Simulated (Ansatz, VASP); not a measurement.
**One calculation of AgCl, two programs**

Contents of POSCAR:

```
AgCl
1.0
    4.5183989971      0.0000000000      0.0000000000
   -2.2591994986      3.9130483159      0.0000000000
    0.0000000000      0.0000000000      5.7230254441
Ag Cl
2 2
Direct
    0.3333333333      0.6666666667      0.2500000000
    0.6666666667      0.3333333333      0.7500000000
    0.6666666667      0.3333333333      0.2500000000
    0.3333333333      0.6666666667      0.7500000000
```

The input INCAR.step1:

```
ALGO     = Normal         # electronic algorithm
EDIFF    = 1E-4           # SCF threshold, eV
ENCUT    = 520            # plane-wave cutoff, eV
GGA      = PE             # functional
ISMEAR   = 1              # smearing method
LASPH    = T              # aspherical terms in the spheres
LCHARG   = F              # write CHGCAR
LREAL    = F              # projectors in reciprocal space
LWAVE    = T              # write WAVECAR
NBANDS   = 26             # bands
NELM     = 60             # most SCF steps
PREC     = Accurate       # precision mode
SIGMA    = 0.251          # smearing width, eV
```

INCAR.step2

```
ALGO     = Normal         # electronic algorithm
EDIFF    = 1E-6           # SCF threshold, eV
ENCUT    = 520            # plane-wave cutoff, eV
ISIF     = 2              # what is computed and relaxed
ISMEAR   = 1              # smearing method
ISTART   = 1            
LASPH    = T              # aspherical terms in the spheres
LCHARG   = T              # write CHGCAR
LELF     = T              # ELF
LMIXTAU  = T            
LREAL    = F              # projectors in reciprocal space
LVHAR    = T            
LWAVE    = F              # write WAVECAR
METAGGA  = R2SCAN         # meta-GGA
NBANDS   = 26             # bands
NELM     = 60             # most SCF steps
PREC     = Accurate       # precision mode
SIGMA    = 0.251          # smearing width, eV
```

File KPOINTS:

```
k-points
0
Gamma
  6 6 4
```

Input for Ansatz:

```yaml
crystal:
  lattice:
    - [4.5183989971, 0.0, 0.0]
    - [-2.2591994986, 3.9130483159, 0.0]
    - [0.0, 0.0, 5.7230254441]
  atoms:
    - { symbol: Ag, position: [0.3333333333, 0.6666666667, 0.25] }
    - { symbol: Ag, position: [0.6666666667, 0.3333333333, 0.75] }
    - { symbol: Cl, position: [0.6666666667, 0.3333333333, 0.25] }
    - { symbol: Cl, position: [0.3333333333, 0.6666666667, 0.75] }
kpoints:
  mp_grid: { grid: [6, 6, 4] }
hamiltonian:
  xc: r2scan
scf:
  occupations: { method: cold, width: 0.5 }
  n_extra_bands: 5
output:
  forces: true
  stress: true
  eigenvalues: true
```

Alike in both runs: task single point; functional r2SCAN; k mesh 6 × 6 × 4; no spin polarisation.

|  | VASP | Ansatz |
| --- | --- | --- |
| version | VASP 6.6.1 | Ansatz 0.2.0 |
| potentials or method | VASP PAW PBE potentials, release 64 (Ag, Cl) | plane waves |
| plane-wave cutoff (eV) | 520 | 500 |
| occupations | methfessel-paxton of order 1, width 0.251 eV | cold, width 0.5 eV |
| valence electrons in the cell | 36 | 52 |

Ansatz gave:

| Quantity | Value |
| --- | --- |
| gap on the k mesh at the Fermi level (eV) | 1.82 |
| pressure (GPa) | 0.0 |
| traceless stress, the component that is largest in VASP (GPa) | -0.05 |

What did VASP give for the same quantities?

gap on the k mesh at the Fermi level (eV): 1.77; pressure (GPa): -0.1; traceless stress, the component that is largest in VASP (GPa): -0.08.

VASP's potentials were made for PBE, not for r2SCAN. VASP's potentials hold 36 valence electrons a cell and Ansatz's 52, so a difference there can come from the potentials and not from the codes.
